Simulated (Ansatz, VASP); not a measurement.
# One calculation of BaCa3F8, two programs

```
Ca F Ba
1.0
     3.97823   -5.68951    0.00000
     3.97823    5.68951    0.00000
     0.00000    0.00000    3.96085
Ca F Ba
3 8 1
Direct
  0.00000 0.50000 0.00000
  0.50000 0.50000 0.50000
  0.50000 0.00000 0.00000
  0.39836 0.13503 0.50000
  0.13503 0.39836 0.50000
  0.85492 0.14508 0.00000
  0.61979 0.38021 0.00000
  0.38021 0.61979 0.00000
  0.14508 0.85492 0.00000
  0.86497 0.60164 0.50000
  0.60164 0.86497 0.50000
  0.00000 0.00000 0.50000
```

Alike in both runs: task single point; functional PBE; k mesh 4 × 4 × 6; occupations fermi-dirac, width 0.02 eV; no spin polarisation.

|  | VASP | Ansatz |
| --- | --- | --- |
| version | VASP 6.6.1 | Ansatz 0.2.0 |
| potentials or method | VASP PAW PBE potentials, release 64 (Ca_sv, F, Ba_sv) | plane waves, PAW |
| plane-wave cutoff (eV) | 520 | 420 |
| valence electrons in the cell | 96 | 96 |

Ansatz gave:

| Quantity | Value |
| --- | --- |
| gap on the k mesh at the Fermi level (eV) | 6.62 |
| pressure (GPa) | 2.7 |
| rms of the force components (eV/Å) | 0.024 |

Q: Which values does VASP return?

A: gap on the k mesh at the Fermi level (eV): 6.57; pressure (GPa): 3.4; rms of the force components (eV/Å): 0.008.

With one functional, cell and mesh, what is left measures potentials, basis and numerics.

Neither program's run includes spin-orbit coupling.
